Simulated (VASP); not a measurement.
A run of VASP 6.6.1:

INCAR

```
SYSTEM = GaSb3
ALGO = Normal
EDIFF = 1E-6
ENCUT = 520
GGA = CA
ISIF = 2
ISMEAR = 0
LASPH = .True.
LCHARG = .False.
LREAL = .False.
LWAVE = .False.
NBANDS = 22
NELM = 60
PREC = Accurate
SIGMA = 0.15
```

The input KPOINTS:

```
k-points
0
Gamma
  10 10 10
  0 0 0
```

The input POSCAR:

```
GaSb3
1.0
    0.0000000000      3.6220011279      3.6220011279
    3.6220011279      0.0000000000      3.6220011279
    3.6220011279      3.6220011279      0.0000000000
Ga Sb
1 3
Direct
    0.0000000000      0.0000000000      0.0000000000
    0.2500000000      0.2500000000      0.2500000000
    0.7500000000      0.7500000000      0.7500000000
    0.5000000000      0.5000000000      0.5000000000
```

Potentials or basis: VASP PAW LDA potentials, release 64 (Ga_d, Sb).

Run with:

```bash
$ cat potpaw_LDA.64/Ga_d/POTCAR potpaw_LDA.64/Sb/POTCAR > POTCAR
$ mpirun -np 1 vasp_std > vasp.out
```

Hardware: 1 thread of Intel(R) Xeon(R) Platinum 8488C (Sapphire Rapids) (shared host).

Estimate the wall time of this run.

Run time: 45 s on 1 thread of Intel(R) Xeon(R) Platinum 8488C (Sapphire Rapids) (shared host), peak memory 0.25 GiB. Counts: scf iterations 11, k points 47.
